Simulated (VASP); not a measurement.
HfRu3:

```
CELL_PARAMETERS angstrom
3.95577 0.00000 0.00000
0.00000 3.95577 0.00000
0.00000 0.00000 3.95577
ATOMIC_POSITIONS crystal
Hf 0.00000 0.00000 0.00000
Ru 0.50000 0.50000 0.00000
Ru 0.50000 0.00000 0.50000
Ru 0.00000 0.50000 0.50000
```

```yaml
Program: VASP 6.6.1
Task: relaxation of cell and atoms
Functional: LDA
Potentials_or_basis: VASP PAW LDA potentials, release 64 (Hf_pv, Ru_pv)
Cutoff: 600 eV
k_mesh: 7 × 7 × 7
Occupations: fermi-dirac, width 0.05 eV
Spin: no spin polarisation
```

At the start: pressure -15.1 GPa; volume 15.48 Å³/atom.

Q: How do energy, volume and symmetry change on relaxing?

A: Over 4 steps the energy falls by 47.4 meV/atom and the volume is 14.54 Å³/atom (-6.1 %); space group Pm-3m (No. 221, to 0.1 Å) before and after.

Step by step:
| step | energy change (eV) | largest force (eV/Å) | pressure (GPa) | volume (Å³) |
| --- | --- | --- | --- | --- |
| 1 | 0.0000 | 0.0000 | -15.10 | 61.90 |
| 2 | 1.1839 | 0.0000 | 60.45 | 49.73 |
| 3 | -0.1889 | 0.0000 | -1.04 | 58.32 |
| 4 | -0.1896 | 0.0000 | -0.21 | 58.15 |

Final structure:
```
CELL_PARAMETERS angstrom
3.87410 0.00000 0.00000
0.00000 3.87410 0.00000
0.00000 0.00000 3.87410
ATOMIC_POSITIONS crystal
Hf 0.00000 0.00000 0.00000
Ru 0.50000 0.50000 0.00000
Ru 0.50000 0.00000 0.50000
Ru 0.00000 0.50000 0.50000
```
